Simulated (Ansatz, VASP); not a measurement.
Ti3H in VASP and in Ansatz

Contents of INCAR:

```
SYSTEM = Ti3H
PREC = Accurate
ENCUT = 520
EDIFF = 1E-7
ISMEAR = 0
SIGMA = 0.1
LREAL = .FALSE.
LASPH = .TRUE.
NELM = 100
ALGO = Normal
ISIF = 2
LWAVE = .FALSE.
LCHARG = .FALSE.
LDIPOL = .TRUE.
IDIPOL = 3
DIPOL = 0.5 0.5 0.343
GGA = PE
NBANDS = 26
```

The input KPOINTS:

```
regular mesh
0
G
  10 10 1
  0 0 0
```

POSCAR

```
Ti3H
1.0
    2.8193504947      0.0000000000      0.0000000000
   -0.9397834982      2.6581091378      0.0000000000
    0.0000000000      0.0000000000     21.3259744853
Ti H
3 1
Direct
    0.5000000000      0.5000000000      0.1875646997
    0.0000000000      0.0000000000      0.2892724347
    0.5000000000      0.5000000000      0.3904147260
    1.0000000000      1.0000000000      0.5062359281
```

Input for Ansatz:

```yaml
crystal:
  lattice:
    - [2.8193504947, 0.0, 0.0]
    - [-0.9397834982, 2.6581091378, 0.0]
    - [0.0, 0.0, 21.3259744853]
  atoms:
    - { symbol: Ti, position: [0.5, 0.5, 0.1875646997] }
    - { symbol: Ti, position: [0.0, 0.0, 0.2892724347] }
    - { symbol: Ti, position: [0.5, 0.5, 0.390414726] }
    - { symbol: H, position: [1.0, 1.0, 0.5062359281] }
basis:
  ecutwfc: 420
kpoints:
  mp_grid: { grid: [10, 10, 1] }
hamiltonian:
  xc: pbe
scf:
  occupations: { method: gaussian, width: 0.1 }
output:
  forces: true
  eigenvalues: true
efield:
  axis: 3
  dipole_correction: true
  ramp_width: 0.04
```

Alike in both runs: task single point; functional PBE; k mesh 10 × 10 × 1; occupations gaussian, width 0.1 eV; no spin polarisation.

|  | VASP | Ansatz |
| --- | --- | --- |
| version | VASP 6.6.1 | Ansatz 0.2.0 |
| potentials or method | VASP PAW PBE potentials, release 64 (Ti_sv, H), cutoff 520 eV | scalar-relativistic, plane waves, PAW |
| valence electrons in the cell | 37 | 37 |

|  | VASP | Ansatz | Ansatz less VASP |
| --- | --- | --- | --- |
| gap on the k mesh at the Fermi level (eV) | none | none | - |
| rms of the force components (eV/Å) | 0.715 | 0.718 | +0.0026 |

Atom by atom the forces differ by 0.005 eV/Å (rms over components). A gap of «none» marks a metal or a gap that the smearing closes. With one functional, cell and mesh, what is left measures potentials, basis and numerics.
